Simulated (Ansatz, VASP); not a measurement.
**PbSe: VASP beside Ansatz**

Contents of POSCAR:

```
PbSe
1.0
    0.0000000000      3.0841604459      3.0841604459
    3.0841604459      0.0000000000      3.0841604459
    3.0841604459      3.0841604459      0.0000000000
Pb Se
1 1
Direct
    0.0000000000      0.0000000000      0.0000000000
    0.5000000000      0.5000000000      0.5000000000
```

The input INCAR.step1:

```
ALGO = Normal
EDIFF = 1E-5
ENCUT = 520
GGA = PE
ISIF = 2
ISMEAR = -1
LASPH = T
LCHARG = F
LREAL = F
LWAVE = T
NBANDS = 17
NELM = 100
PREC = Accurate
SIGMA = 0.05
```

Contents of INCAR.step2:

```
ALGO = Normal
EDIFF = 1E-6
ENCUT = 520
GGA = PE
HFSCREEN = 0.2079
ISIF = 2
ISMEAR = -1
ISTART = 1
LASPH = T
LCHARG = F
LHFCALC = T
LREAL = F
LWAVE = F
NBANDS = 17
NELM = 100
PREC = Accurate
PRECFOCK = Normal
SIGMA = 0.05
```

KPOINTS

```
k-points
0
Gamma
  4 4 4
```

Input for Ansatz:

```yaml
crystal:
  lattice:
    - [0.0, 3.084160445918, 3.084160445918]
    - [3.084160445918, 0.0, 3.084160445918]
    - [3.084160445918, 3.084160445918, 0.0]
  atoms:
    - { symbol: Pb, position: [0.0, 0.0, 0.0] }
    - { symbol: Se, position: [0.5, 0.5, 0.5] }
kpoints:
  mp_grid: { grid: [4, 4, 4] }
hamiltonian:
  xc: hse06
  pseudopotentials: { kind: paw }
scf:
  occupations: { method: fermi_dirac, width: 0.05 }
output:
  forces: true
  stress: true
  eigenvalues: true
```

Alike in both runs: task single point; functional HSE06; k mesh 4 × 4 × 4; occupations fermi-dirac, width 0.05 eV; no spin polarisation.

```csv
,VASP,Ansatz
version,VASP 6.6.1,Ansatz 0.2.0 development build
potentials or method,"VASP PAW PBE potentials, release 64 (Pb_d, Se)","plane waves, PAW datasets (generated soft set 1)"
plane-wave cutoff (eV),520,420
valence electrons in the cell,20,30
```

```tsv
	VASP	Ansatz	Ansatz less VASP
gap on the k mesh at the Fermi level (eV)	0.79	0.79	-0.005
```

VASP's potentials hold 20 valence electrons a cell and Ansatz's 30, so a difference there can come from the potentials and not from the codes. Ansatz's warnings: stress exchange threshold loose, stress scf threshold loose.

The k mesh is coarse, so the values compare programs but aren't converged. Spin-orbit coupling is off throughout.
